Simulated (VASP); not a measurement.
# Y2Os (Fd-3m) in VASP: further runs, part 2 of 2

VASP 6.6.1. Earlier steps stand in the parts before.

**3. Single point, PBE**

This run uses another cell than the first one, of 22.80 Å³/atom, 1.016 times its volume.

The input, INCAR:

```
SYSTEM = Y2Os
PREC = Accurate
ENCUT = 520
EDIFF = 1E-6
ISMEAR = 0
SIGMA = 0.1
LREAL = .False.
LASPH = .True.
NELM = 80
ALGO = Fast
ISIF = 2
LWAVE = .False.
LCHARG = .False.
GGA = PE
NBANDS = 39
```

The input, KPOINTS:

```
Automatic mesh
0
Gamma
  8 8 8
  0 0 0
```

The input, POSCAR:

```
Y2Os
1.0
    0.0000000000      4.0898835236      4.0898835236
    4.0898835236      0.0000000000      4.0898835236
    4.0898835236      4.0898835236      0.0000000000
Y Os
4 2
Direct
    0.6250000000      0.6250000000      0.6250000000
    0.1250000000      0.6250000000      0.6250000000
    0.6250000000      0.6250000000      0.1250000000
    0.6250000000      0.1250000000      0.6250000000
    0.0000000000      0.0000000000      0.0000000000
    0.2500000000      0.2500000000      0.2500000000
```

Potentials or basis: VASP PAW PBE potentials, release 64 (Y_sv, Os).

Run with:

```
> cat potpaw_PBE.64/Y_sv/POTCAR potpaw_PBE.64/Os/POTCAR > POTCAR
> mpirun -np 1 vasp_std > vasp.out
```

OUTCAR:

```text
SYSTEM = Y2Os
   PREC = Accurate
   ENCUT = 520
   EDIFF = 1E-6
   ISMEAR = 0
   LREAL = .False.
   LASPH = .True.
   NELM = 80
   ISIF = 2
   GGA = PE

 ion  position               nearest neighbor table
   1  0.625  0.625  0.625-   2 2.89   3 2.89   4 2.89   3 2.89   4 2.89   2 2.89   6 3.39   5 3.39
                             6 3.39   5 3.39   6 3.39   5 3.39
   2  0.125  0.625  0.625-   1 2.89   3 2.89   4 2.89   1 2.89   3 2.89   4 2.89   6 3.39   5 3.39
                             5 3.39   6 3.39   5 3.39   6 3.39
   3  0.625  0.625  0.125-   1 2.89   1 2.89   2 2.89   4 2.89   4 2.89   2 2.89   6 3.39   5 3.39
                             6 3.39   5 3.39   6 3.39   5 3.39
   4  0.625  0.125  0.625-   1 2.89   3 2.89   1 2.89   2 2.89   3 2.89   2 2.89   6 3.39   5 3.39
                             6 3.39   5 3.39   6 3.39   5 3.39
   5  0.000  0.000  0.000-   2 3.39   3 3.39   4 3.39   1 3.39   1 3.39   1 3.39   4 3.39   2 3.39
                             4 3.39   3 3.39   2 3.39   3 3.39
   6  0.250  0.250  0.250-   2 3.39   3 3.39   4 3.39   1 3.39   1 3.39   1 3.39   2 3.39   2 3.39
                             3 3.39   4 3.39   3 3.39   4 3.39

  LATTYP: Found a face centered cubic cell.
 ALAT       =     8.1797670472

  Lattice vectors:

 A1 = (   0.0000000000,   4.0898835236,   4.0898835236)
[... 195 lines left out ...]

 k-point     1 :       0.0000    0.0000    0.0000
  band No.  band energies     occupation
      1     -38.1727      2.00000
      2     -37.6722      2.00000
      3     -37.6722      2.00000
      4     -37.6722      2.00000
      5     -20.0565      2.00000
      6     -18.6506      2.00000
[... 997 lines left out ...]
     38       6.5855      0.00000
     39       6.9043      0.00000

 [... further k-points ...]

------------------------ aborting loop because EDIFF is reached ----------------------------------------

  FORCE on cell =-STRESS in cart. coord.  units (eV):
  Direction    XX          YY          ZZ          XY          YZ          ZX
  --------------------------------------------------------------------------------------
  -------------------------------------------------------------------------------------
  Total       -0.1586770     -0.1586770     -0.1586770     -0.0000000      0.0000000     -0.0000000
  in kB       -1.8580683     -1.8580683     -1.8580683     -0.0000000      0.0000000     -0.0000000
  external PRESSURE =      -1.8580683 kB  Pullay stress =       0.0000000 kB

 VOLUME and BASIS-vectors are now :
 -----------------------------------------------------------------------------
  energy-cutoff  :      520.00
  volume of cell :      136.82
      direct lattice vectors                 reciprocal lattice vectors
     0.000000000  4.089883524  4.089883524    -0.122252870  0.122252870  0.122252870
     4.089883524  0.000000000  4.089883524     0.122252870 -0.122252870  0.122252870
     4.089883524  4.089883524  0.000000000     0.122252870  0.122252870 -0.122252870

 POSITION                                       TOTAL-FORCE (eV/Angst)
 -----------------------------------------------------------------------------------
      5.11235      5.11235      5.11235        -0.000000     -0.000000     -0.000000
      5.11235      3.06741      3.06741        -0.000000     -0.000000     -0.000000
      3.06741      3.06741      5.11235        -0.000000     -0.000000     -0.000000
      3.06741      5.11235      3.06741        -0.000000     -0.000000     -0.000000
      0.00000      0.00000      0.00000        -0.000000     -0.000000     -0.000000
      2.04494      2.04494      2.04494         0.000000      0.000000      0.000000
 -----------------------------------------------------------------------------------
    total drift:                                0.000000      0.000000     -0.000000

  FREE ENERGIE OF THE ION-ELECTRON SYSTEM (eV)
  ---------------------------------------------------
  free  energy   TOTEN  =       -41.3439439449 eV

  energy  without entropy=      -41.3000825222  energy(sigma->0) =      -41.32201323
```

OSZICAR:

```text
N       E                     dE             d eps       ncg     rms          rms(c)
DAV:   1     0.379268644152E+03    0.37927E+03   -0.29706E+04  2302   0.151E+03
DAV:   2     0.132964953606E+01   -0.37794E+03   -0.36365E+03  2367   0.429E+02
DAV:   3    -0.404254327857E+02   -0.41755E+02   -0.38744E+02  3876   0.870E+01
[... 19 lines left out ...]
RMM:  23    -0.413439370839E+02   -0.35260E-05   -0.36738E-05  2143   0.911E-03    0.473E-03
RMM:  24    -0.413439399759E+02   -0.28921E-05   -0.27729E-05  2063   0.769E-03    0.276E-03
RMM:  25    -0.413439415994E+02   -0.16235E-05   -0.17888E-05  1726   0.637E-03    0.181E-03
RMM:  26    -0.413439430505E+02   -0.14511E-05   -0.14370E-05  1826   0.600E-03    0.117E-03
RMM:  27    -0.413439439449E+02   -0.89444E-06   -0.95987E-06  1413   0.509E-03
   1 F= -.41343944E+02 E0= -.41322013E+02  d E =-.438614E-01
```

Run time: 4.6 min. Hardware: 1 thread of Intel Xeon 6975P-C (Granite Rapids), shared host; peak memory 0.41 GiB.

What came out:

```yaml
Free_energy: -41.3439 eV
Pressure: -0.2 GPa
Band_gap_on_the_k_mesh: zero (band 30 reaches 4.42 eV, above the bottom of band 31 at 3.75 eV)
```

Levels at points of the mesh, in eV from the Fermi level:
```tsv
k point	band 28	band 29	band 30	band 31	band 32	band 33
(0.00, 0.00, 0.00)	-0.69	-0.69	-0.58	-0.58	0.75	0.75
(0.50, 0.00, 0.00)	-0.42	-0.02	0.10	0.23	0.23	0.42
(0.50, 0.50, 0.00)	-0.90	-0.06	-0.06	0.09	0.09	1.25
```

Caveat: spin-orbit coupling is left out, which moves the levels of the heavy elements.

**4. Relaxation of cell and atoms, PBE**

The input, INCAR:

```
PREC = Accurate ; ENCUT = 600
EDIFF = 1E-6 ; ISMEAR = 0
SIGMA = 0.1 ; LREAL = F
LASPH = T ; NELM = 80
ALGO = Fast ; ISIF = 3
LWAVE = F ; LCHARG = F
GGA = PE ; IBRION = 2
NSW = 100 ; EDIFFG = -0.01
```

The input, KPOINTS:

```
regular mesh
0
Gamma
  8 8 8
```

Edit POSCAR of step 3 so:

```diff
@@ -2,5 +2,5 @@
 1.0
-    0.0000000000      4.0898835236      4.0898835236
-    4.0898835236      0.0000000000      4.0898835236
-    4.0898835236      4.0898835236      0.0000000000
+    0.0000000000      4.0680664410      4.0680664410
+    4.0680664410      0.0000000000      4.0680664410
+    4.0680664410      4.0680664410      0.0000000000
 Y Os
```

Run with:

```
> cat potpaw_PBE.64/Y_sv/POTCAR potpaw_PBE.64/Os/POTCAR > POTCAR
> mpirun -np 1 vasp_std > vasp.out
```

Wall time 9.8 min (1 thread of Intel Xeon 6975P-C (Granite Rapids), shared host); peak memory 0.44 GiB.

It converged, with:

* Free energy: -41.3462 eV
* Relaxed volume: 22.75 Å³/atom
* Relaxed cell: a = 5.780 Å, b = 5.780 Å, c = 5.780 Å, α = 60.00°, β = 60.00°, γ = 60.00°
* Space group after relaxing (to 0.05 Å): Fd-3m (No. 227)
* Energy gained by relaxing: 1.0 meV/atom
* Ionic steps: 3
* Pressure after relaxing: 0.0 GPa
* Band gap on the k mesh: zero (band 30 reaches 4.44 eV, above the bottom of band 31 at 3.76 eV)

The path:
| step | energy change (eV) | largest force (eV/Å) | pressure (GPa) | volume (Å³) |
| --- | --- | --- | --- | --- |
| 1 | 0.0000 | 0.0000 | 1.02 | 134.65 |
| 2 | -0.0044 | 0.0000 | -0.52 | 137.45 |
| 3 | -0.0059 | 0.0000 | 0.01 | 136.51 |

Final structure:
```xyz
6
Lattice="0.0000 4.0868 4.0868 4.0868 0.0000 4.0868 4.0868 4.0868 0.0000" Properties=species:S:1:pos:R:3 pbc="T T T"
Y     5.1085    5.1085    5.1085
Y     5.1085    3.0651    3.0651
Y     3.0651    3.0651    5.1085
Y     3.0651    5.1085    3.0651
Os    0.0000    0.0000    0.0000
Os    2.0434    2.0434    2.0434
```

Levels at points of the mesh, in eV from the Fermi level:
```
           k point  band 28  band 29  band 30  band 31  band 32  band 33
(0.00, 0.00, 0.00)    -0.69    -0.69    -0.58    -0.58     0.75     0.75
(0.50, 0.00, 0.00)    -0.42    -0.02     0.10     0.23     0.23     0.42
(0.50, 0.50, 0.00)    -0.90    -0.06    -0.06     0.09     0.09     1.25
```

Caveat: spin-orbit coupling is left out, which moves the levels of the heavy elements.

**5. Overview**

| task | cell | k mesh | cutoff (eV) | gap on the mesh (eV) | pressure (GPa) |
| --- | --- | --- | --- | --- | --- |
| single point | a = 5.753 Å, angles 60.0°, 6 atoms | 4 × 4 × 4 | 520 | none | 1.0 |
| single point | a = 5.784 Å, angles 60.0°, 6 atoms | 8 × 8 × 8 | 520 | none | -0.2 |
| relaxation of cell and atoms | relaxed from a = 5.753 Å, angles 60.0°, 6 atoms | 8 × 8 × 8 | 600 | none | 0.0 |

Alike in all rows: level PBE; potentials or basis VASP PAW PBE potentials, release 64 (Y_sv, Os); no spin polarisation; smearing gaussian 0.1 eV.

Caveats: spin-orbit coupling is left out, which moves the levels of the heavy elements.

Total energies depend on the potentials used, so only differences within one code and one set of settings carry meaning.
